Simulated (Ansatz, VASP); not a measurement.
# Two plane-wave programs on AgCl

```xyz
2
Lattice="0.0924 2.8656 2.8656 2.8656 0.0924 2.8656 2.8656 2.8656 0.0924" Properties=species:S:1:pos:R:3 pbc="T T T"
Ag    0.0000    0.0000    0.0000
Cl    2.9118    2.9118    2.9118
```

Change from the starting cell: shear_111 strain +5.0%.

Alike in both runs: task single point; functional r2SCAN; k mesh 8 × 8 × 8; no spin polarisation.

|  | VASP | Ansatz |
| --- | --- | --- |
| version | VASP 6.6.1 | Ansatz 0.2.0 |
| potentials or method | VASP PAW PBE potentials, release 64 (Ag, Cl) | plane waves, PAW |
| plane-wave cutoff (eV) | 520 | 500 |
| occupations | gaussian, width 0.01 eV | fixed |
| valence electrons in the cell | 18 | 26 |

```csv
,VASP,Ansatz,Ansatz less VASP
gap on the k mesh at the Fermi level (eV),1.38,1.43,+0.053
pressure (GPa),-2.3,-2.2,+0.08
"traceless stress, the component that is largest in VASP (GPa)",-0.24,-0.24,-0.006
```

VASP's potentials were made for PBE, not for r2SCAN. VASP's potentials hold 18 valence electrons a cell and Ansatz's 26, so a difference there can come from the potentials and not from the codes.
